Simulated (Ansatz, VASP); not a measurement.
## One calculation of Ru, two programs

Contents of POSCAR:

```
Ru
1.0
    0.0000000000      1.9419832481      1.9419832481
    1.9419832481      0.0000000000      1.9419832481
    1.9419832481      1.9419832481      0.0000000000
Ru
1
Direct
    0.0000000000      0.0000000000      0.0000000000
```

INCAR.step1

```
SYSTEM = Ru
ALGO = Normal
EDIFF = 1E-4
ENCUT = 520
GGA = PE
ISMEAR = -1
ISPIN = 2
LASPH = .TRUE.
LCHARG = .FALSE.
LMAXMIX = 4
LREAL = .FALSE.
LWAVE = .TRUE.
MAGMOM = 1
NBANDS = 17
NELM = 150
PREC = Accurate
SIGMA = 0.05
```

File INCAR.step2:

```
SYSTEM = Ru
ALGO = Normal
EDIFF = 1E-7
ENCUT = 520
ISIF = 2
ISMEAR = -1
ISPIN = 2
ISTART = 1
LASPH = .TRUE.
LCHARG = .FALSE.
LMAXMIX = 4
LMIXTAU = .TRUE.
LORBIT = 11
LREAL = .FALSE.
LWAVE = .FALSE.
MAGMOM = 1
METAGGA = R2SCAN
NBANDS = 17
NELM = 150
PREC = Accurate
SIGMA = 0.05
```

Contents of KPOINTS:

```
k-points
0
G
  23 23 23
  0 0 0
```

Input for Ansatz:

```yaml
crystal:
  lattice:
    - [0.0, 1.9419832481, 1.9419832481]
    - [1.9419832481, 0.0, 1.9419832481]
    - [1.9419832481, 1.9419832481, 0.0]
  atoms:
    - { symbol: Ru, position: [0.0, 0.0, 0.0], spin: 1.0 }
hamiltonian:
  xc: r2scan
  pseudopotentials:
    kind: paw
    azcp:
      Ru: "pseudopotentials/Ru.paw.azcp"
basis:
  ecutwfc: 500
  fft_grid_basis: typed
kpoints:
  mp_grid: { grid: [23, 23, 23], shift: [0, 0, 0] }
magnetization:
  spin_polarized: true
scf:
  occupations: { method: fermi_dirac, width: 0.05 }
output:
  stress: true
```

Alike in both runs: task single point; functional r2SCAN; k mesh 23 × 23 × 23; occupations fermi-dirac, width 0.05 eV; collinear spin.

|  | VASP | Ansatz |
| --- | --- | --- |
| version | VASP 6.6.1 | Ansatz 0.2.0 |
| potentials or method | VASP PAW PBE potentials, release 64 (Ru_pv), cutoff 520 eV | plane waves (500 eV) with PAW, scalar-relativistic |
| valence electrons in the cell | 14 | 16 |

|  | VASP | Ansatz | Ansatz less VASP |
| --- | --- | --- | --- |
| pressure (GPa) | -20.3 | -21.3 | -0.97 |
| net moment per atom (μB) | 0.00 | 0.00 | 0.000 |

VASP's potentials were made for PBE, not for r2SCAN. With one functional, cell and mesh, what is left measures potentials, basis and numerics. VASP's potentials hold 14 valence electrons a cell and Ansatz's 16, so a difference there can come from the potentials and not from the codes. Ansatz's warnings: seeded moment not kept, stability check not made.
